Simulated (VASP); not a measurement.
# KF in VASP: settings compared

The runs below take KF through single point, with PBE-based screened hybrid with 50 % exact exchange, PBE-based screened hybrid with 5 % exact exchange, PBE, revPBE+D4.

Everything below comes from runs of VASP 6.6.1. Logs are shortened: lines on timing, memory, paths and dates and some standing lists are left out, and cuts for length are marked.

### 1 The cell of the first run

Symmetry: Fm-3m, No. 225, cubic system. The conventional cell has a = 5.344 Å, b = 5.344 Å, c = 5.344 Å, α = 90.00°, β = 90.00°, γ = 90.00°. Within 3.5 Å of K (site symmetry m-3m) lie 6 F at 2.67 Å. Within 3.5 Å of F (site symmetry m-3m) lie 6 K at 2.67 Å.

### 2 Single point, PBE-based screened hybrid with 50 % exact exchange

POSCAR reads:

```
KF
1.0
    0.0000000000      2.6718500000      2.6718500000
    2.6718500000      0.0000000000      2.6718500000
    2.6718500000      2.6718500000      0.0000000000
K F
1 1
Direct
    0.0000000000      0.0000000000      0.0000000000
    0.5000000000      0.5000000000      0.5000000000
```

INCAR.step1 reads:

```
SYSTEM = KF
PREC = Accurate
ENCUT = 520
EDIFF = 1E-5
ISMEAR = -1
SIGMA = 0.05
LREAL = .False.
LASPH = .True.
NELM = 100
ALGO = Normal
ISIF = 2
LWAVE = .True.
LCHARG = .False.
NBANDS = 15
GGA = PE
```

INCAR.step2 reads:

```
SYSTEM = KF
PREC = Accurate
ENCUT = 520
EDIFF = 1E-7
ISMEAR = -1
SIGMA = 0.05
LREAL = .False.
LASPH = .True.
NELM = 100
ALGO = Normal
ISIF = 2
LWAVE = .False.
LCHARG = .False.
GGA = PE
LHFCALC = .True.
AEXX = 0.5
HFSCREEN = 0.2
PRECFOCK = Normal
NBANDS = 15
ISTART = 1
```

KPOINTS reads:

```
Automatic mesh
0
Gamma
  5 5 5
  0 0 0
```

Potentials or basis: VASP PAW PBE potentials, release 64 (K_sv, F).

Command:

```
$ cat potpaw_PBE.64/K_sv/POTCAR potpaw_PBE.64/F/POTCAR > POTCAR
$ cp INCAR.step1 INCAR
$ mpirun -np 1 vasp_std > vasp.out
$ cp INCAR.step2 INCAR
$ mpirun -np 1 vasp_std > vasp.out
```

OUTCAR:

```text
SYSTEM = KF
   PREC = Accurate
   ENCUT = 520
   EDIFF = 1E-7
   ISMEAR = -1
   LREAL = .False.
   LASPH = .True.
   NELM = 100
   ISIF = 2
   GGA = PE
   LHFCALC = .True.
   AEXX = 0.5
   HFSCREEN = 0.2
   PRECFOCK = Normal
   ISTART = 1

 ion  position               nearest neighbor table
   1  0.000  0.000  0.000-   2 2.67   2 2.67   2 2.67   2 2.67   2 2.67   2 2.67
   2  0.500  0.500  0.500-   1 2.67   1 2.67   1 2.67   1 2.67   1 2.67   1 2.67

  LATTYP: Found a face centered cubic cell.
 ALAT       =     5.3437000000

  Lattice vectors:

 A1 = (   0.0000000000,   2.6718500000,   2.6718500000)
 A2 = (   2.6718500000,   0.0000000000,   2.6718500000)
 A3 = (   2.6718500000,   2.6718500000,   0.0000000000)

Analysis of symmetry for initial positions (statically):
=====================================================================
 Subroutine PRICEL returns:
 Original cell was already a primitive cell.

 Routine SETGRP: Setting up the symmetry group for a
 face centered cubic supercell.

 Subroutine GETGRP returns: Found 48 space group operations
 (whereof 48 operations were pure point group operations)
 out of a pool of 48 trial point group operations.

The static configuration has the point symmetry O_h .

Analysis of symmetry for dynamics (positions and initial velocities):
=====================================================================
 Subroutine PRICEL returns:
 Original cell was already a primitive cell.

 Routine SETGRP: Setting up the symmetry group for a
 face centered cubic supercell.

 Subroutine GETGRP returns: Found 48 space group operations
 (whereof 48 operations were pure point group operations)
 out of a pool of 48 trial point group operations.

The dynamic configuration has the point symmetry O_h .

 Subroutine INISYM returns: Found 48 space group operations
 (whereof 48 operations are pure point group operations),
 and found     1 'primitive' translations

----------------------------------------------------------------------------------------

                                     Primitive cell

  volume of cell :      38.1475

  direct lattice vectors                    reciprocal lattice vectors
     0.000000000  2.671850000  2.671850000    -0.187136254  0.187136254  0.187136254
     2.671850000  0.000000000  2.671850000     0.187136254 -0.187136254  0.187136254
     2.671850000  2.671850000  0.000000000     0.187136254  0.187136254 -0.187136254

  length of vectors
     3.778566507  3.778566507  3.778566507     0.324129500  0.324129500  0.324129500

  position of ions in fractional coordinates (direct lattice)
     0.000000000  0.000000000  0.000000000
     0.500000000  0.500000000  0.500000000

  ion indices of the primitive-cell ions
   primitive index   ion index
                 1           1
                 2           2

----------------------------------------------------------------------------------------

 KPOINTS: Automatic mesh

Automatic generation of k-mesh.
 Grid dimensions read from file:
 generate k-points for:    5    5    5

 Generating k-lattice:

  Cartesian coordinates                     Fractional coordinates (reciprocal lattice)
    -0.037427251  0.037427251  0.037427251     0.200000000  0.000000000  0.000000000
     0.037427251 -0.037427251  0.037427251     0.000000000  0.200000000  0.000000000
     0.037427251  0.037427251 -0.037427251     0.000000000  0.000000000  0.200000000

  Length of vectors
     0.064825900  0.064825900  0.064825900

  Shift w.r.t. Gamma in fractional coordinates (k-lattice)
     0.000000000  0.000000000  0.000000000

 Subroutine IBZKPT returns following result:
 ===========================================

 Found     10 irreducible k-points:

 Following reciprocal coordinates:
            Coordinates               Weight
  0.000000  0.000000  0.000000      1.000000
  0.200000  0.000000  0.000000      8.000000
  0.400000  0.000000  0.000000      8.000000
  0.200000  0.200000  0.000000      6.000000
  0.400000  0.200000  0.000000     24.000000
 -0.400000  0.200000  0.000000     24.000000
 -0.200000  0.200000  0.000000     12.000000
  0.400000  0.400000  0.000000      6.000000
 -0.400000  0.400000  0.000000     12.000000
 -0.400000  0.400000  0.200000     24.000000
   k-points           NKPTS =     10   k-points in BZ     NKDIM =    125   number of bands    NBANDS=     15
   number of dos      NEDOS =    301   number of ions     NIONS =      2
   total plane-waves  NPLWV =  21952
   dimension x,y,z NGX =    28 NGY =   28 NGZ =   28
   dimension x,y,z NGXF=    56 NGYF=   56 NGZF=   56
   ions per type =               1   1
   NGX,Y,Z   is equivalent  to a cutoff of  12.32, 12.32, 12.32 a.u.
   NGXF,Y,Z  is equivalent  to a cutoff of  24.64, 24.64, 24.64 a.u.
 SYSTEM =  KF
   PREC   = accura    normal or accurate (medium, high low for compatibility)
   ISTART =      1    job   : 0-new  1-cont  2-samecut
   ICHARG =      0    charge: 1-file 2-atom 10-const
   ISPIN  =      1    spin polarized calculation?
   LNONCOLLINEAR =      F non collinear calculations
   LSORBIT =      F    spin-orbit coupling
   LASPH  =      T    aspherical Exc in radial PAW
   ENCUT  =  520.0 eV  38.22 Ry    6.18 a.u.   7.03  7.03  7.03*2*pi/ulx,y,z
   NELM   =    100;   NELMIN=  2; NELMDL=  0     # of ELM steps
   EDIFF  = 0.1E-06   stopping-criterion for ELM
   LREAL  =      F    real-space projection
   EDIFFG = 0.1E-05   stopping-criterion for IOM
   NSW    =      0    number of steps for IOM
   IBRION =     -1    ionic relax: 0-MD 1-quasi-New 2-CG
   NFREE  =      0    steps in history (QN), initial steepest desc. (CG)
   ISIF   =      2    stress and relaxation
   ISYM   =      3    0-nonsym 1-usesym 2-fastsym
   POTIM  = 0.5000    time-step for ionic-motion
   TEBEG  =    0.0;   TEEND  =   0.0 temperature during run
   PSTRESS=    0.0 pullay stress
   NELECT =      16.0000    total number of electrons
   NUPDOWN=      -1.0000    fix difference up-down
   EMIN   =  10.00;   EMAX   =-10.00  energy-range for DOS
   EFERMI =   0.00;   METHOD = LEGACY
   ISMEAR =    -1;   SIGMA  =   0.05  broadening in eV -4-tet -1-fermi 0-gaus
   EFERMI_NEDOS =   21; number of points for ismear=-14 and -15
   IALGO  =     38    algorithm
   IMIX   =      1    mixing-type and parameters
     AMIX     =   0.40;   BMIX     =  1.00
     AMIX_MAG =   1.60;   BMIX_MAG =  1.00
  volume/ion in A,a.u.               =      19.07       128.72
  Fermi-wavevector in a.u.,A,eV,Ry     =   1.225442  2.315750 20.431978  1.501708
  Thomas-Fermi vector in A             =   2.360480
   LORBIT       =      0    0 simple, 1 ext, 2 COOP (PROOUT), +10 PAW based schemes
   GGA     = PE    functional components
   LHFCALC =     T    Hartree Fock is set to
   PRECFOCK=normal    Normal, Fast or Accurate (Low or Medium for compatibility)
   ENCUT4O =  -1.0   cutoff for four orbital integrals eV
   NKREDX  =     1    reduce k-point grid by
   NKREDY  =     1    reduce k-point grid by
   NKREDZ  =     1    reduce k-point grid by
   AEXX    =    0.5000 exact exchange contribution
   HFSCREEN=    0.2000 screening length (either q_TF or 0.3 A-1)
   HFSCREENC=   0.2000 screening length for correlation (either q_TF or 0.3 A-1)
   ENCUTFOCK=  -1.0 apply spherical cutoff to Coloumb kernel
   IVDW    =     0    specifies the selected vdW correction
   LEPSILON=     F    determine dielectric tensor
   LRPA    =     F    only Hartree local field effects (RPA)
 non-spin polarized calculation
  energy-cutoff  :      520.00
  volume of cell :       38.15
 maximum number of plane-waves:      1032
  NGX = 24; NGY = 24; NGZ = 24

 number of electron      16.0000002 magnetization

 Free energy of the ion-electron system (eV)
  ---------------------------------------------------
  ext. energy  EPLUGINS =         0.00000000
  ---------------------------------------------------
  free energy    TOTEN  =       -11.75111248 eV

  energy without entropy =      -11.75111248  energy(sigma->0) =      -11.75111248

 E-fermi :  -4.9726     XC(G=0):  -5.4660

 val. band max:       -6.0780977470   @ k =   0.0000   0.0000   0.0000
 cond. band min:       4.2081053495   @ k =   0.0000   0.0000   0.0000
 fundamental gap:     10.2862030965
 Fermi energy:        -4.9726043604

 k-point     1 :       0.0000    0.0000    0.0000
  band No.  band energies     occupation
      1     -35.1550      2.00000
      2     -27.8066      2.00000
      3     -15.6878      2.00000
      4     -15.6878      2.00000
      5     -15.6878      2.00000
      6      -6.0781      2.00000
      7      -6.0781      2.00000
      8      -6.0781      2.00000
      9       4.2081      0.00000
     10       9.3673      0.00000
     11       9.3673      0.00000
     12       9.3673      0.00000
     13      11.3830      0.00000
     14      11.3830      0.00000
     15      14.8310      0.00000

 k-point     2 :       0.2000    0.0000    0.0000
  band No.  band energies     occupation
      1     -35.1184      2.00000
      2     -27.8383      2.00000
      3     -15.7810      2.00000
      4     -15.6969      2.00000
      5     -15.6969      2.00000
      6      -6.3689      2.00000
      7      -6.2013      2.00000
      8      -6.2013      2.00000
      9       5.2665      0.00000
     10       8.6950      0.00000
     11       9.9408      0.00000
     12       9.9408      0.00000
     13      11.8059      0.00000
     14      11.8059      0.00000
     15      16.8194      0.00000
[... 113 lines left out ...]
      3     -16.2219      2.00000
      4     -15.9268      2.00000
      5     -15.8684      2.00000
      6      -6.3184      2.00000
      7      -6.2457      2.00000
      8      -6.2250      2.00000
      9       6.9979      0.00000
     10       9.3401      0.00000
     11       9.5819      0.00000
     12      12.9026      0.00000
     13      13.1347      0.00000
     14      13.7139      0.00000
     15      14.6835      0.00000

 k-point    10 :      -0.4000    0.4000    0.2000
  band No.  band energies     occupation
      1     -35.0301      2.00000
      2     -27.8609      2.00000
      3     -16.0813      2.00000
      4     -16.0216      2.00000
      5     -15.7716      2.00000
      6      -6.5021      2.00000
      7      -6.3123      2.00000
      8      -6.1908      2.00000
      9       7.6644      0.00000
     10       8.2222      0.00000
     11      10.2011      0.00000
     12      12.6220      0.00000
     13      12.8100      0.00000
     14      13.8642      0.00000
     15      14.6869      0.00000

------------------------ aborting loop because EDIFF is reached ----------------------------------------

  FORCE on cell =-STRESS in cart. coord.  units (eV):
  Direction    XX          YY          ZZ          XY          YZ          ZX
  --------------------------------------------------------------------------------------
  -------------------------------------------------------------------------------------
  Total       -0.0662503     -0.0662503     -0.0662503      0.0000000      0.0000000      0.0000000
  in kB       -2.7824828     -2.7824828     -2.7824828      0.0000000      0.0000000      0.0000000
  external PRESSURE =      -2.7824828 kB  Pullay stress =       0.0000000 kB

 VOLUME and BASIS-vectors are now :
 -----------------------------------------------------------------------------
  energy-cutoff  :      520.00
  volume of cell :       38.15
      direct lattice vectors                 reciprocal lattice vectors
     0.000000000  2.671850000  2.671850000    -0.187136254  0.187136254  0.187136254
     2.671850000  0.000000000  2.671850000     0.187136254 -0.187136254  0.187136254
     2.671850000  2.671850000  0.000000000     0.187136254  0.187136254 -0.187136254

 POSITION                                       TOTAL-FORCE (eV/Angst)
 -----------------------------------------------------------------------------------
      0.00000      0.00000      0.00000         0.000000      0.000000      0.000000
      2.67185      2.67185      2.67185        -0.000000     -0.000000     -0.000000
 -----------------------------------------------------------------------------------
    total drift:                                0.000000      0.000000      0.000000

  FREE ENERGIE OF THE ION-ELECTRON SYSTEM (eV)
  ---------------------------------------------------
  free  energy   TOTEN  =       -11.7511124810 eV

  energy  without entropy=      -11.7511124809  energy(sigma->0) =      -11.75111248
```

It took 12 min on 1 thread of Intel Xeon Platinum 8488C (Sapphire Rapids), shared host; peak memory 0.27 GiB.

Results:

| Item | Value |
| --- | --- |
| Free energy | -11.7511 eV |
| Pressure | -0.3 GPa |
| Band gap on the k mesh | 10.29 eV |

Caveat: the PAW data sets were made with another functional, which shifts forces and pressure a little.

(Part 1 of 3 ends here.)
